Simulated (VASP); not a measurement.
# Li32F31 (a cell with a defect) in VASP: notebook, part 3 of 3

VASP 6.6.1. The steps go on from the part before.

### Step 6. Single point, HSE06

POSCAR

```
Li32F31
1.0
    8.0151850000      0.0000000000      0.0000000000
    0.0000000000      8.0151850000      0.0000000000
    0.0000000000      0.0000000000      8.0151850000
F Li
31 32
Direct
    0.2496790000      0.0001600000      0.9998100000
    0.2496890000      0.0001720000      0.4998300000
    0.2496670000      0.5001690000      0.9998500000
    0.7496770000      0.0001690000      0.9998540000
    0.7497210000      0.0001450000      0.4998830000
    0.7496580000      0.5001590000      0.9998370000
    0.7496690000      0.5001810000      0.4998800000
    0.9982770000      0.2487420000      0.9998510000
    0.9922980000      0.2427850000      0.4998030000
    0.9982800000      0.7515250000      0.9998220000
    0.9922930000      0.7575790000      0.4998640000
    0.5010550000      0.2487840000      0.9998340000
    0.5070680000      0.2427580000      0.4998570000
    0.5010780000      0.7515790000      0.9997950000
    0.5070710000      0.7575910000      0.4999530000
    0.9982550000      0.0001910000      0.2484400000
    0.9983040000      0.0001460000      0.7512500000
    0.9922710000      0.5000420000      0.2424650000
    0.9923200000      0.5001680000      0.7571910000
    0.5010940000      0.0001960000      0.2484390000
    0.5010840000      0.0001510000      0.7512610000
    0.5070610000      0.5001650000      0.2424470000
    0.5070410000      0.5002710000      0.7572040000
    0.2495710000      0.2427520000      0.2424450000
    0.2496910000      0.2427850000      0.7571870000
    0.2496790000      0.7576200000      0.2424060000
    0.2497630000      0.7575040000      0.7571640000
    0.7497070000      0.2487680000      0.2484590000
    0.7496940000      0.2487680000      0.7512500000
    0.7496810000      0.7515550000      0.2484640000
    0.7496630000      0.7515680000      0.7512630000
    0.0003110000      0.0001320000      0.9998530000
    0.9997540000      0.0001830000      0.4998490000
    0.9997280000      0.5001630000      0.9998340000
    0.0087600000      0.5000450000      0.4998230000
    0.4990400000      0.0001830000      0.9998570000
    0.4996180000      0.0001430000      0.4998370000
    0.4996100000      0.5002020000      0.9998150000
    0.4906100000      0.5003070000      0.4999170000
    0.2496690000      0.2502200000      0.9998420000
    0.2496640000      0.2592620000      0.4996990000
    0.2496660000      0.7500920000      0.9997870000
    0.2497310000      0.7411530000      0.4999710000
    0.7496470000      0.2507960000      0.9998510000
    0.7497020000      0.2502210000      0.4998750000
    0.7496970000      0.7495360000      0.9998590000
    0.7496740000      0.7500930000      0.4998630000
    0.2496790000      0.0001870000      0.2498890000
    0.2497130000      0.0001280000      0.7497630000
    0.2495510000      0.5000750000      0.2589670000
    0.2498050000      0.5002430000      0.7407580000
    0.7496560000      0.0001470000      0.2505070000
    0.7497230000      0.0001680000      0.7492050000
    0.7496930000      0.5001730000      0.2498980000
    0.7496620000      0.5001730000      0.7497600000
    0.0010330000      0.2515250000      0.2511980000
    0.0011590000      0.2515800000      0.7484620000
    0.0011550000      0.7487320000      0.2513610000
    0.0011120000      0.7486590000      0.7483410000
    0.4982590000      0.2516810000      0.2513130000
    0.4982220000      0.2515830000      0.7483620000
    0.4981350000      0.7486800000      0.2512600000
    0.4983380000      0.7488180000      0.7484640000
```

INCAR.step1

```
ALGO     = Normal         # electronic algorithm
EDIFF    = 1E-5           # SCF threshold, eV
ENCUT    = 650            # plane-wave cutoff, eV
GGA      = PE             # functional
GGA_COMPAT= False        
ISIF     = 2              # what is computed and relaxed
ISMEAR   = -1             # smearing method
ISYM     = -1           
LASPH    = True           # aspherical terms in the spheres
LCHARG   = False          # write CHGCAR
LREAL    = Auto         
LWAVE    = True           # write WAVECAR
NBANDS   = 194            # bands
NELECT   = 314.0        
NELM     = 120            # most SCF steps
PREC     = Accurate       # precision mode
SIGMA    = 0.05           # smearing width, eV
```

INCAR.step2

```
ALGO     = Normal         # electronic algorithm
EDIFF    = 1E-6           # SCF threshold, eV
ENCUT    = 650            # plane-wave cutoff, eV
GGA      = PE             # functional
GGA_COMPAT= False        
HFSCREEN = 0.2079         # screening, 1/A
ISIF     = 2              # what is computed and relaxed
ISMEAR   = -1             # smearing method
ISTART   = 1            
ISYM     = -1           
LASPH    = True           # aspherical terms in the spheres
LCHARG   = False          # write CHGCAR
LHFCALC  = True           # exact exchange
LREAL    = Auto         
LWAVE    = False          # write WAVECAR
NBANDS   = 194            # bands
NELECT   = 314.0        
NELM     = 120            # most SCF steps
PREC     = Accurate       # precision mode
PRECFOCK = Fast         
SIGMA    = 0.05           # smearing width, eV
```

KPOINTS

```
explicit points
1
Reciprocal
  0.25000000   0.25000000   0.25000000 1
```

Potentials or basis: VASP PAW PBE potentials, release 64 (F, Li_sv).

Command:

```bash
$ cat potpaw_PBE.64/F/POTCAR potpaw_PBE.64/Li_sv/POTCAR > POTCAR
$ cp INCAR.step1 INCAR
$ mpirun -np 1 vasp_std > vasp.out
$ cp INCAR.step2 INCAR
$ mpirun -np 1 vasp_std > vasp.out
```

Wall time 12 min (1 thread of Intel Xeon 6975P-C (Granite Rapids), shared host); peak memory 1 GiB.

The run converged. Its results:

| Property | Result |
| --- | --- |
| Free energy | -348.4569 eV |
| Largest force | 0.047 eV/Å |

Forces on the atoms (eV/Å):
```
F    0.001  0.000  0.000
F    0.001 -0.001  0.000
F    0.001  0.000  0.000
F    0.001  0.000  0.000
F   -0.001  0.001 -0.001
F    0.001  0.000  0.000
F    0.001  0.000 -0.001
F   -0.002 -0.003  0.001
F    0.000 -0.001  0.000
F   -0.001  0.006  0.001
F   -0.002  0.000 -0.001
F    0.001 -0.004  0.001
F    0.003  0.000  0.000
F    0.002  0.005  0.002
F    0.001 -0.001 -0.002
F   -0.001 -0.001 -0.005
F   -0.001 -0.001  0.004
F   -0.001  0.002  0.000
F   -0.001 -0.001  0.003
F    0.002 -0.001 -0.005
F    0.002 -0.001  0.004
F    0.002  0.000 -0.001
F    0.002 -0.001  0.001
F    0.002  0.001  0.001
F    0.000 -0.002  0.003
F   -0.001 -0.001  0.000
F    0.000  0.002  0.002
F   -0.001 -0.002 -0.004
F   -0.001 -0.003  0.003
F    0.000  0.002 -0.003
F    0.000  0.003  0.002
Li  -0.001  0.000  0.000
Li   0.004  0.000  0.000
Li   0.005 -0.001  0.001
Li   0.043  0.000  0.000
Li   0.001  0.000  0.000
Li  -0.003  0.000  0.000
Li  -0.004  0.000  0.000
Li  -0.042  0.002  0.000
Li  -0.001  0.004 -0.002
Li  -0.001  0.044  0.001
Li  -0.002 -0.003 -0.001
Li   0.000 -0.047 -0.001
Li   0.001 -0.004  0.000
Li  -0.001  0.004 -0.001
Li   0.000  0.000  0.000
Li  -0.002 -0.003 -0.001
Li  -0.002  0.001  0.003
Li  -0.001  0.002 -0.004
Li   0.000  0.001  0.045
Li   0.000  0.000 -0.047
Li   0.001  0.000 -0.001
Li   0.000  0.000  0.004
Li  -0.002  0.001  0.003
Li  -0.001  0.001 -0.003
Li   0.005  0.001  0.002
Li   0.007  0.003 -0.003
Li   0.006 -0.002  0.000
Li   0.005 -0.001  0.001
Li  -0.006  0.000  0.003
Li  -0.008  0.002 -0.002
Li  -0.005 -0.001  0.001
Li  -0.006 -0.002 -0.001
```

Levels at points of the mesh, in eV from the Fermi level:
```
           k point  band 154  band 155  band 156  band 157  band 158  band 159  band 160  band 161
(0.25, 0.25, 0.25)     -9.53     -9.46     -9.46     -1.21      2.64      3.25      3.25      3.64
```

Caveat: the cell carries a net charge on a neutralising background, which shifts energy and pressure; the cell is charged against a uniform background, so pressure and absolute levels hang on convention; the PAW data sets were made with another functional, which shifts forces and pressure a little.
